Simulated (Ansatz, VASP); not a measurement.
## Two plane-wave programs on Ti

INCAR

```
SYSTEM = Ti
PREC = Accurate
ENCUT = 520
EDIFF = 1E-7
ISMEAR = 0
SIGMA = 0.15
LREAL = .False.
LASPH = .True.
NELM = 80
ALGO = Fast
ISIF = 2
LWAVE = .False.
LCHARG = .False.
GGA = PE
NBANDS = 12
```

Contents of KPOINTS:

```
Automatic mesh
0
Gamma
  22 22 22
  0 0 0
```

Contents of POSCAR:

```
Ti
1.0
   -1.5368114707      1.5368114707      1.9230121933
    1.5368114707     -1.5368114707      1.9230121933
    1.5368114707      1.5368114707     -1.9230121933
Ti
1
Direct
    0.0000000000      0.0000000000      0.0000000000
```

Input for Ansatz:

```yaml
crystal:
  lattice:
    - [-1.5368114707, 1.5368114707, 1.9230121933]
    - [1.5368114707, -1.5368114707, 1.9230121933]
    - [1.5368114707, 1.5368114707, -1.9230121933]
  atoms:
    - { symbol: Ti, position: [0.0, 0.0, 0.0] }
basis:
  ecutwfc: 520.0
kpoints:
  mp_grid: { grid: [22, 22, 22] }
hamiltonian:
  xc: pbe
  pseudopotentials: { kind: paw, azcp: { folder: soft_1 } }
scf:
  occupations: { method: gaussian, width: 0.15 }
output:
  forces: true
  stress: true
  eigenvalues: true
```

Alike in both runs: task single point; functional PBE; k mesh 22 × 22 × 22; occupations gaussian, width 0.15 eV; no spin polarisation.

```csv
,VASP,Ansatz
version,VASP 6.6.1,Ansatz 0.2.0
potentials or method,"VASP PAW PBE potentials, release 64 (Ti_sv), cutoff 520 eV","scalar-relativistic, plane waves, PAW"
valence electrons in the cell,12,12
```

```tsv
	VASP	Ansatz	Ansatz less VASP
gap on the k mesh at the Fermi level (eV)	none	none	-
pressure (GPa)	-4.6	-4.4	+0.17
traceless stress, the component that is largest in VASP (GPa)	2.07	2.07	-0.007
```

A gap of «none» marks a metal or a gap that the smearing closes.
